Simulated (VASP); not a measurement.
AlRu:

```xyz
2
Lattice="2.9825 0.0000 0.0000 0.0000 2.9825 0.0000 0.0000 0.0000 2.9825" Properties=species:S:1:pos:R:3 pbc="T T T"
Al    0.0000    0.0000    0.0000
Ru    1.4912    1.4912    1.4912
```

| Item | Value |
| --- | --- |
| Program | VASP 6.6.1 |
| Task | relaxation of cell and atoms |
| Functional | PBE |
| Potentials or basis | VASP PAW PBE potentials, release 64 (Al, Ru_pv) |
| Cutoff | 600 eV |
| k mesh | 6 × 6 × 6 |
| Occupations | gaussian, width 0.1 eV |
| Spin | no spin polarisation |

At the start: pressure 4.5 GPa; volume 13.27 Å³/atom.

Q: How do energy, volume and symmetry change on relaxing?

A: Over 3 steps the energy falls by 3.8 meV/atom and the volume is 13.55 Å³/atom (+2.1 %); space group Pm-3m (No. 221, to 0.05 Å).

Step by step:
```tsv
step	energy change (eV)	largest force (eV/Å)	pressure (GPa)	volume (Å³)
1	0.0000	0.0000	4.48	26.53
2	0.0101	0.0000	-6.28	27.98
3	-0.0076	0.0000	-0.05	27.10
```

Final structure:
```xyz
2
Lattice="3.0035 0.0000 0.0000 0.0000 3.0035 0.0000 0.0000 0.0000 3.0035" Properties=species:S:1:pos:R:3 pbc="T T T"
Al    0.0000    0.0000    0.0000
Ru    1.5018    1.5018    1.5018
```
